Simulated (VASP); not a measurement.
# W in VASP: a series of runs, part 2 of 2

VASP 6.6.1. The steps go on from the part before.

### Step 5. Single point, LDA

Input file INCAR:

```
SYSTEM = W
PREC     = Accurate       ! precision mode
ENCUT    = 520            ! plane-wave cutoff, eV
EDIFF    = 1E-6           ! SCF threshold, eV
ISMEAR   = -1             ! smearing method
SIGMA    = 0.08           ! smearing width, eV
LREAL    = .FALSE.        ! projectors in reciprocal space
LASPH    = .TRUE.         ! aspherical terms in the spheres
NELM     = 60             ! most SCF steps
ALGO     = Normal         ! electronic algorithm
ISIF     = 2              ! what is computed and relaxed
LWAVE    = .FALSE.        ! write WAVECAR
LCHARG   = .TRUE.         ! write CHGCAR
LELF     = .TRUE.         ! ELF
LVHAR    = .TRUE.       
NBANDS   = 51             ! bands
```

Input file KPOINTS:

```
Automatic mesh
0
G
  13 13 1
  0 0 0
```

Input file POSCAR:

```
W
1.0
    3.1348320013      0.0000000000      0.0000000000
    0.0000000000      3.1348320013      0.0000000000
    0.0000000000      0.0000000000     23.8371000000
W
6
Direct
    0.2500000000      0.2500000000      0.3422583402
    0.7500000000      0.7500000000      0.4001772363
    0.2500000000      0.2500000000      0.4680108095
    0.7500000000      0.7500000000      0.5319891948
    0.2500000000      0.2500000000      0.5998227613
    0.7500000000      0.7500000000      0.6577416580
```

Potentials or basis: VASP PAW LDA potentials, release 64 (W_sv).

Launch:

```console
$ cat potpaw_LDA.64/W_sv/POTCAR > POTCAR
$ mpirun -np 1 vasp_std > vasp.out
```

OUTCAR:

```text
SYSTEM = W
   PREC = Accurate
   ENCUT = 520
   EDIFF = 1E-6
   ISMEAR = -1
   LREAL = .FALSE.
   LASPH = .TRUE.
   NELM = 60
   ISIF = 2

 ion  position               nearest neighbor table
   1  0.250  0.250  0.342-   2 2.61   2 2.61   2 2.61   2 2.61   3 3.00
   2  0.750  0.750  0.400-   1 2.61   1 2.61   1 2.61   1 2.61   3 2.74   3 2.74   3 2.74   3 2.74
                             4 3.14
   3  0.250  0.250  0.468-   4 2.69   4 2.69   4 2.69   4 2.69   2 2.74   2 2.74   2 2.74   2 2.74
                             1 3.00   5 3.14
   4  0.750  0.750  0.532-   3 2.69   3 2.69   3 2.69   3 2.69   5 2.74   5 2.74   5 2.74   5 2.74
                             6 3.00   2 3.14
   5  0.250  0.250  0.600-   6 2.61   6 2.61   6 2.61   6 2.61   4 2.74   4 2.74   4 2.74   4 2.74
                             3 3.14
   6  0.750  0.750  0.658-   5 2.61   5 2.61   5 2.61   5 2.61   4 3.00

  LATTYP: Found a simple tetragonal cell.
 ALAT       =     3.1348320013
 C/A-ratio  =     7.6039481510

  Lattice vectors:

 A1 = (   3.1348320013,   0.0000000000,   0.0000000000)
 A2 = (   0.0000000000,   3.1348320013,   0.0000000000)
 A3 = (   0.0000000000,   0.0000000000,  23.8371000000)

Analysis of symmetry for initial positions (statically):
[... 188 lines left out ...]
 Fermi energy:         1.9384445862

 k-point     1 :       0.0000    0.0000    0.0000
  band No.  band energies     occupation
      1     -71.5184      2.00000
      2     -71.4437      2.00000
      3     -71.3949      2.00000
      4     -71.3211      2.00000
      5     -71.1959      2.00000
      6     -71.1923      2.00000
[... 1285 lines left out ...]
     50       5.0672      0.00000
     51       5.1427      0.00000

 [... further k-points ...]

------------------------ aborting loop because EDIFF is reached ----------------------------------------

  FORCE on cell =-STRESS in cart. coord.  units (eV):
  Direction    XX          YY          ZZ          XY          YZ          ZX
  --------------------------------------------------------------------------------------
  -------------------------------------------------------------------------------------
  Total       -2.5407788     -2.5407788      0.9378416      0.0000000      0.0000000      0.0000000
  in kB      -17.3778273    -17.3778273      6.4144304      0.0000000      0.0000000      0.0000000
  external PRESSURE =      -9.4470747 kB  Pullay stress =       0.0000000 kB

 VOLUME and BASIS-vectors are now :
 -----------------------------------------------------------------------------
  energy-cutoff  :      520.00
  volume of cell :      234.25
      direct lattice vectors                 reciprocal lattice vectors
     3.134832001  0.000000000  0.000000000     0.318996361  0.000000000  0.000000000
     0.000000000  3.134832001  0.000000000     0.000000000  0.318996361  0.000000000
     0.000000000  0.000000000 23.837100000     0.000000000  0.000000000  0.041951412

 POSITION                                       TOTAL-FORCE (eV/Angst)
 -----------------------------------------------------------------------------------
      0.78371      0.78371      8.15845        -0.000000     -0.000000     -0.144976
      2.35112      2.35112      9.53906         0.000000     -0.000000      0.024479
      0.78371      0.78371     11.15602         0.000000     -0.000000     -0.022631
      2.35112      2.35112     12.68108        -0.000000      0.000000      0.022631
      0.78371      0.78371     14.29804        -0.000000     -0.000000     -0.024479
      2.35112      2.35112     15.67865        -0.000000      0.000000      0.144976
 -----------------------------------------------------------------------------------
    total drift:                                0.000000      0.000000     -0.000005

  FREE ENERGIE OF THE ION-ELECTRON SYSTEM (eV)
  ---------------------------------------------------
  free  energy   TOTEN  =       -79.2869465689 eV

  energy  without entropy=      -79.1661497638  energy(sigma->0) =      -79.22654817
```

It took 4.2 min on 1 thread of Intel Xeon 6975P-C (Granite Rapids), shared host; peak memory 0.38 GiB.

Results:

```
Free energy            : -79.2869 eV
Largest force          : 0.145 eV/Å
Band gap on the k mesh : zero (bands 42 and 43 overlap by 2.09 eV)
```

Forces in eV/Å, atoms in the order of the input:
```
W    0.000  0.000 -0.145
W    0.000  0.000  0.024
W    0.000  0.000 -0.023
W    0.000  0.000  0.023
W    0.000  0.000 -0.024
W    0.000  0.000  0.145
```

Caveat: there is no dipole correction, which matters where the two faces differ; spin-orbit coupling is left out, which moves the levels of the heavy elements.

### Step 6. The runs side by side

| cell | dipole correction | gap on the mesh (eV) | largest force (eV/Å) |
| --- | --- | --- | --- |
| as given, atomic positions A | yes | none | 1.80 |
| as given, atomic positions B | yes | none | 0.14 |
| as given, atomic positions B | no | none | 0.14 |

Alike in all rows: task single point; level LDA; potentials or basis VASP PAW LDA potentials, release 64 (W_sv); no spin polarisation; k mesh 13 × 13 × 1; cutoff (eV) 520; smearing fermi-dirac 0.08 eV.

Caveats: spin-orbit coupling is left out, which moves the levels of the heavy elements; there is no dipole correction, which matters where the two faces differ (at least some runs).

Absolute energies hang on the potentials; compare differences alone.
